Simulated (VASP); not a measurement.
Set up this calculation in VASP 6.6.1, as the native input.

* Task: single point
* Functional: PBE
* Potentials or basis: VASP PAW PBE potentials, release 64 (Hg, Te)
* Cutoff: 520 eV
* k mesh: 12 × 12 × 12
* Occupations: fermi-dirac, width 0.08 eV
* Spin: no spin polarisation
* Dipole correction: no
* Further INCAR settings: ALGO = Normal; EDIFF = 1e-06; NBANDS = 16

The structure of HgTe (rocksalt type) lies in POSCAR:

```
HgTe
1.0
    0.0000000000      2.8297740661      2.8297740661
    2.8297740661      0.0000000000      2.8297740661
    2.8297740661      2.8297740661      0.0000000000
Hg Te
1 1
Direct
    0.0000000000      0.0000000000      0.0000000000
    0.5000000000      0.5000000000      0.5000000000
```

The input as run:

INCAR

```
SYSTEM = HgTe
PREC = Accurate ; ENCUT = 520
EDIFF = 1E-6 ; ISMEAR = -1
SIGMA = 0.08 ; LREAL = .FALSE.
LASPH = .TRUE. ; NELM = 100
ALGO = Normal ; ISIF = 2
LWAVE = .FALSE. ; LCHARG = .TRUE.
GGA = PE ; LELF = .TRUE.
LVHAR = .TRUE. ; NBANDS = 16
```

KPOINTS

```
regular mesh
0
G
  12 12 12
  0 0 0
```

Potentials or basis: VASP PAW PBE potentials, release 64 (Hg, Te).

Command:

```bash
$ cat potpaw_PBE.64/Hg/POTCAR potpaw_PBE.64/Te/POTCAR > POTCAR
$ mpirun -np 1 vasp_std > vasp.out
```

It gave:

The pressure is 22.4 GPa. The band gap on the k mesh is zero (bands 9 and 10 overlap by 3.60 eV).

Caveat: the cell stands under pressure; spin-orbit coupling is left out, which moves the levels of the heavy elements.

Run time: 26 s on 1 thread of AMD EPYC 9R45 96-Core Processor (Zen 5) (shared host), peak memory 0.18 GiB.
